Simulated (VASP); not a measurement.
W: single point with PBEsol

The system is W.

```
W
1.0
     2.60970    0.00000    0.00000
     0.00000    2.60970    0.00000
     0.00000    0.00000    2.60970
W
1
Direct
  0.00000 0.00000 0.00000
```

```
Program                : VASP 6.6.1
Task                   : single point
Functional             : PBEsol
Potentials or basis    : VASP PAW PBE potentials, release 64 (W_sv)
Cutoff                 : 520 eV
k mesh                 : 14 × 14 × 14
Occupations            : fermi-dirac, width 0.1 eV
Spin                   : no spin polarisation
Dipole correction      : no
Further INCAR settings : ALGO = Normal; EDIFF = 1e-06; NBANDS = 13
```

| Quantity | Value |
| --- | --- |
| Pressure | 0.7 GPa |
| Band gap on the k mesh | zero (band 7 reaches 11.38 eV, above the bottom of band 8 at 8.86 eV) |

Levels at points of the mesh, in eV from the Fermi level:
```
           k point  band 3  band 4  band 5  band 6  band 7  band 8  band 9  band 10  band 11  band 12
(0.00, 0.00, 0.00)  -37.60  -37.60   -8.74   -4.48   -4.48    4.89    4.89     4.89    14.90    14.90
(0.50, 0.00, 0.00)  -37.48  -37.48   -5.17   -3.47   -0.74    0.94    0.94     5.32     9.58    13.94
(0.50, 0.50, 0.00)  -38.81  -37.36   -5.77   -2.97    1.74    1.74    4.90     4.90     7.70    14.68
(0.50, 0.50, 0.50)  -38.63  -38.63   -4.06   -4.06   -4.06    7.28    8.00     8.00    11.92    11.92
```

Run time: 9.1 s on 1 thread of Intel Xeon 6975P-C, with other jobs on the host, peak memory 0.14 GiB.

Caveat: the PAW data sets were made with another functional, which shifts forces and pressure a little; spin-orbit coupling is left out, which moves the levels of the heavy elements.
